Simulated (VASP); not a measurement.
Runs of VASP 6.6.1 on HfO2. Symmetry: P4_2/nmc, No. 137, tetragonal system. The conventional cell has a = 3.558 Å, b = 3.558 Å, c = 5.172 Å, α = 90.00°, β = 90.00°, γ = 90.00°. Within 2.7 Å of Hf (site symmetry -4m2) lie 8 O at 2.05 to 2.37 Å. O (site symmetry 2mm) has 4 Hf at 2.05 to 2.37 Å and 6 O at 2.57 to 2.59 Å within 2.7 Å. 

| k mesh | gap on the mesh (eV) | pressure (GPa) | largest force (eV/Å) |
| --- | --- | --- | --- |
| 2 × 2 × 2 | 4.69 | 7.8 | 0.04 |
| 4 × 4 × 2 | 4.75 | (a) | 0.08 |
| 4 × 4 × 4 | 4.75 | 6.5 | 0.10 |
| 8 × 8 × 6 | 4.76 | 6.5 | 0.10 |
| 6 × 6 × 6 | 4.76 | 6.5 | 0.10 |

Alike in all rows: task single point; level PBE; potentials or basis VASP PAW PBE potentials, release 64 (Hf_pv, O); no spin polarisation; cell as given; cutoff (eV) 520; smearing gaussian 0.01 eV.

Q: Estimate the missing entries.

A: (a) 6.6.

Caveats: some runs use coarse meshes; spin-orbit coupling is left out, which moves the levels of the heavy elements; the cell stands under pressure (at least some runs).

A k mesh can miss the band edges, and the runs leave out spin-orbit coupling on Hf.
